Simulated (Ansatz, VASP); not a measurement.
**ZnS: VASP beside Ansatz**

INCAR

```
SYSTEM = ZnS
PREC     = Accurate       ! precision mode
ENCUT    = 520            ! plane-wave cutoff, eV
EDIFF    = 1E-6           ! SCF threshold, eV
ISMEAR   = 0              ! smearing method
SIGMA    = 0.05           ! smearing width, eV
LREAL    = .FALSE.        ! projectors in reciprocal space
LASPH    = .TRUE.         ! aspherical terms in the spheres
NELM     = 60             ! most SCF steps
ALGO     = Normal         ! electronic algorithm
ISIF     = 2              ! what is computed and relaxed
LWAVE    = .FALSE.        ! write WAVECAR
LCHARG   = .FALSE.        ! write CHGCAR
GGA      = PS             ! functional
NBANDS   = 66             ! bands
```

Contents of KPOINTS:

```
Automatic mesh
0
G
  9 9 2
  0 0 0
```

Contents of POSCAR:

```
ZnS
1.0
    3.7521540119      0.0000000000      0.0000000000
   -1.8760770060      3.2494606933      0.0000000000
    0.0000000000      0.0000000000     18.9037271276
Zn S
6 6
Direct
    0.0000000000      0.0000000000      0.0000277175
    0.0000000000      0.0000000000      0.5000277175
    0.3333333333      0.6666666667      0.1668215992
    0.6666666667      0.3333333333      0.6668215992
    0.6666666667      0.3333333333      0.3332753580
    0.3333333333      0.6666666667      0.8332753580
    0.0000000000      0.0000000000      0.1251125986
    0.0000000000      0.0000000000      0.6251125986
    0.3333333333      0.6666666667      0.2916367831
    0.6666666667      0.3333333333      0.7916367831
    0.6666666667      0.3333333333      0.4581259436
    0.3333333333      0.6666666667      0.9581259436
```

Input for Ansatz:

```yaml
crystal:
  lattice:
    - [3.7521540119, 0.0, 0.0]
    - [-1.876077006, 3.2494606933, 0.0]
    - [0.0, 0.0, 18.9037271276]
  atoms:
    - { symbol: Zn, position: [0.0, 0.0, 2.77175e-05] }
    - { symbol: Zn, position: [0.0, 0.0, 0.5000277175] }
    - { symbol: Zn, position: [0.3333333333, 0.6666666667, 0.1668215992] }
    - { symbol: Zn, position: [0.6666666667, 0.3333333333, 0.6668215992] }
    - { symbol: Zn, position: [0.6666666667, 0.3333333333, 0.333275358] }
    - { symbol: Zn, position: [0.3333333333, 0.6666666667, 0.833275358] }
    - { symbol: S, position: [0.0, 0.0, 0.1251125986] }
    - { symbol: S, position: [0.0, 0.0, 0.6251125986] }
    - { symbol: S, position: [0.3333333333, 0.6666666667, 0.2916367831] }
    - { symbol: S, position: [0.6666666667, 0.3333333333, 0.7916367831] }
    - { symbol: S, position: [0.6666666667, 0.3333333333, 0.4581259436] }
    - { symbol: S, position: [0.3333333333, 0.6666666667, 0.9581259436] }
basis:
  ecutwfc: 520.0
kpoints:
  mp_grid: { grid: [9, 9, 2] }
hamiltonian:
  xc: pbesol
scf:
  occupations: { method: gaussian, width: 0.05 }
output:
  forces: true
  stress: true
  eigenvalues: true
```

Alike in both runs: task single point; functional PBEsol; k mesh 9 × 9 × 2; occupations gaussian, width 0.05 eV; no spin polarisation.

|  | VASP | Ansatz |
| --- | --- | --- |
| version | VASP 6.6.1 | Ansatz 0.2.0 |
| potentials or method | VASP PAW PBE potentials, release 64 (Zn, S), cutoff 520 eV | scalar-relativistic, plane waves, PAW |
| valence electrons in the cell | 108 | 108 |

|  | VASP | Ansatz | Ansatz less VASP |
| --- | --- | --- | --- |
| gap on the k mesh at the Fermi level (eV) | 2.06 | 2.06 | -0.006 |
| least direct gap on the mesh (eV) | 2.06 | 2.06 | -0.006 |
| pressure (GPa) | 0.3 | 0.1 | -0.21 |
| traceless stress, the component that is largest in VASP (GPa) | -2.53 | -2.52 | +0.008 |
| rms of the force components (eV/Å) | 0.098 | 0.097 | -0.0012 |

VASP's potentials were made for PBE, not for PBEsol. Atom by atom the forces differ by 0.001 eV/Å (rms over components). The functional is the same, so the differences come from potentials, cutoffs and numerics.
